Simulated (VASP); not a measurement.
Wanted: the native input for a VASP 6.6.1 run.

* Task: relaxation of cell and atoms
* Functional: PBE
* Potentials or basis: VASP PAW PBE potentials, release 64 (Ga_d, Sb)
* Cutoff: 600 eV
* k mesh: 8 × 8 × 8
* Occupations: gaussian, width 0.1 eV
* Spin: no spin polarisation
* Dipole correction: no
* Further INCAR settings: ALGO = Normal; EDIFF = 1e-07; IBRION = 2; EDIFFG = -0.001; NSW = 80; ISIF = 3

The structure of GaSb3 lies in POSCAR:

```
GaSb3
1.0
   -3.0195739721      3.0195739721      3.0195739721
    3.0195739721     -3.0195739721      3.0195739721
    3.0195739721      3.0195739721     -3.0195739721
Ga Sb
1 3
Direct
    0.0000000000      0.0000000000      0.0000000000
    0.0000000000      0.5000000000      0.5000000000
    0.5000000000      0.0000000000      0.5000000000
    0.5000000000      0.5000000000      0.0000000000
```

One way to write it, as run:

INCAR

```
ALGO = Normal ; EDIFF = 1E-7
EDIFFG = -0.001 ; ENCUT = 600
GGA = PE ; IBRION = 2
ISIF = 3 ; ISMEAR = 0
LASPH = True ; LCHARG = False
LREAL = False ; LWAVE = False
NELM = 100 ; NSW = 80
PREC = Accurate ; SIGMA = 0.1
```

KPOINTS

```
k-points
0
Gamma
  8 8 8
```

Potentials or basis: VASP PAW PBE potentials, release 64 (Ga_d, Sb).

The run is started by

```bash
$ cat potpaw_PBE.64/Ga_d/POTCAR potpaw_PBE.64/Sb/POTCAR > POTCAR
$ mpirun -np 1 vasp_std > vasp.out
```

Results of the run:

```
Pressure after relaxing : 0.0 GPa
Band gap on the k mesh  : zero (bands 14 and 15 overlap by 2.78 eV)
```

Caveat: the relaxation stopped at its first step, so nothing moved; spin-orbit coupling is left out, which moves the levels of the heavy elements.

It took 41 s on 1 thread of AMD EPYC 9R45 96-Core Processor (Zen 5), with other jobs on the host, peak memory 0.26 GiB.
